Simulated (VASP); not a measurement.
Write the native input for VASP 6.6.1 that does the following.

* Task: single point
* Functional: PBE
* Potentials or basis: VASP PAW PBE potentials, release 64 (La, Hg, Br)
* Cutoff: 520 eV
* k mesh: 3 × 3 × 4
* Occupations: gaussian, width 0.1 eV
* Spin: no spin polarisation
* Dipole correction: no
* Further INCAR settings: ALGO = Normal; EDIFF = 1e-06; NBANDS = 54

The structure of La5HgBr3 lies in POSCAR:

```
La5HgBr3
1.0
    8.8522065619     -0.0000000032      0.0000000000
   -4.4261032782      7.6662357638      0.0000000000
    0.0000000000      0.0000000000      4.6683876157
La Hg Br
5 1 3
Direct
    0.2341918451      0.0000000000      0.5000000000
    0.0000000000      0.2341918451      0.5000000000
    0.7658081549      0.7658081549      0.5000000000
    0.3333333333      0.6666666667      0.5000000000
    0.6666666667      0.3333333333      0.5000000000
    0.0000000000      0.0000000000      0.0000000000
    0.4759146413      0.0000000000      0.0000000000
    0.0000000000      0.4759146413      0.0000000000
    0.5240853587      0.5240853587      0.0000000000
```

The cell was built from a structure type or drawn by symmetry, and may not be a known phase.

One way to write it, as run:

INCAR

```
SYSTEM = La5HgBr3
PREC = Accurate
ENCUT = 520
EDIFF = 1E-6
ISMEAR = 0
SIGMA = 0.1
LREAL = .False.
LASPH = .True.
NELM = 80
ALGO = Normal
ISIF = 2
LWAVE = .False.
LCHARG = .False.
GGA = PE
NBANDS = 54
```

KPOINTS

```
Automatic mesh
0
Gamma
  3 3 4
  0 0 0
```

Potentials or basis: VASP PAW PBE potentials, release 64 (La, Hg, Br).

Command:

```bash
$ cat potpaw_PBE.64/La/POTCAR potpaw_PBE.64/Hg/POTCAR potpaw_PBE.64/Br/POTCAR > POTCAR
$ mpirun -np 1 vasp_std > vasp.out
```

Results of the run:

The pressure is 0.1 GPa. The largest force is 0.017 eV/Å and the band gap on the k mesh is zero (bands 44 and 45 overlap by 0.32 eV).

Caveat: spin-orbit coupling is left out, which moves the levels of the heavy elements.

Run time: 9.8 min on 1 thread of Oxide Virtual Turin-like Processor, with other jobs on the host, peak memory 0.47 GiB.
